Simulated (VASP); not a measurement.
**ZrC: single point with PBE**

ZrC:

```xyz
2
Lattice="0.0000 2.3543 2.3543 2.3543 0.0000 2.3543 2.3543 2.3543 0.0000" Properties=species:S:1:pos:R:3 pbc="T T T"
Zr    2.3543    2.3543    2.3543
C     0.0000    0.0000    0.0000
```

```json
{"Program": "VASP 6.6.1", "Task": "single point", "Functional": "PBE", "Potentials or basis": "VASP PAW PBE potentials, release 64 (Zr_sv, C)", "Cutoff": "520 eV", "k mesh": "16 × 16 × 16", "Occupations": "gaussian, width 0.1 eV", "Spin": "no spin polarisation", "Dipole correction": "no", "Further INCAR settings": "ALGO = Normal; EDIFF = 1e-06; NBANDS = 15"}
```

```json
{"Pressure": "0.2 GPa", "Band gap on the k mesh": "zero (bands 8 and 9 overlap by 1.30 eV)"}
```

Levels at points of the mesh, in eV from the Fermi level:
| k point | band 6 | band 7 | band 8 | band 9 | band 10 | band 11 |
| --- | --- | --- | --- | --- | --- | --- |
| (0.00, 0.00, 0.00) | 0.94 | 0.94 | 0.94 | 1.10 | 1.10 | 1.10 |
| (0.50, 0.00, 0.00) | -5.26 | -2.90 | -2.90 | 4.48 | 4.48 | 5.31 |
| (0.50, 0.50, 0.00) | -2.06 | -1.73 | 0.06 | 0.06 | 4.43 | 5.64 |

It took 86 s on 1 thread of Intel(R) Xeon(R) Platinum 8259CL CPU @ 2.50GHz (Skylake/Cascade Lake), with other jobs on the host, peak memory 0.19 GiB.
